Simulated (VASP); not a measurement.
Input of a VASP 6.6.1 run:

File INCAR:

```
SYSTEM = Bi
PREC = Accurate
ENCUT = 520
EDIFF = 1E-6
ISMEAR = 0
SIGMA = 0.02
LREAL = .FALSE.
LASPH = .TRUE.
NELM = 100
ALGO = Fast
ISIF = 2
LWAVE = .FALSE.
LCHARG = .FALSE.
GGA = PE
NBANDS = 38
```

Contents of KPOINTS:

```
regular mesh
0
G
  12 12 4
  0 0 0
```

Contents of POSCAR:

```
Bi
1.0
    4.5061987796      0.0000000000      0.0000000000
   -2.2530993898      3.9024826177      0.0000000000
    0.0000000000      0.0000000000      9.5016787000
Bi
4
Direct
    0.0000000000      0.0000000000      0.8092170000
    0.0000000000      0.0000000000      0.1907830000
    0.3333333333      0.6666666667      0.6352660000
    0.6666666667      0.3333333333      0.3647340000
```

Potentials or basis: VASP PAW PBE potentials, release 64 (Bi_d).

Run with:

```sh
$ cat potpaw_PBE.64/Bi_d/POTCAR > POTCAR
$ mpirun -np 1 vasp_std > vasp.out
```

(1) Predict the pressure.

(2) Estimate the band gap on the k mesh.

Results:

(1) -0.1 GPa.

(2) zero (bands 30 and 31 overlap by 0.24 eV).

Caveat: spin-orbit coupling is left out, which moves the levels of the heavy elements.
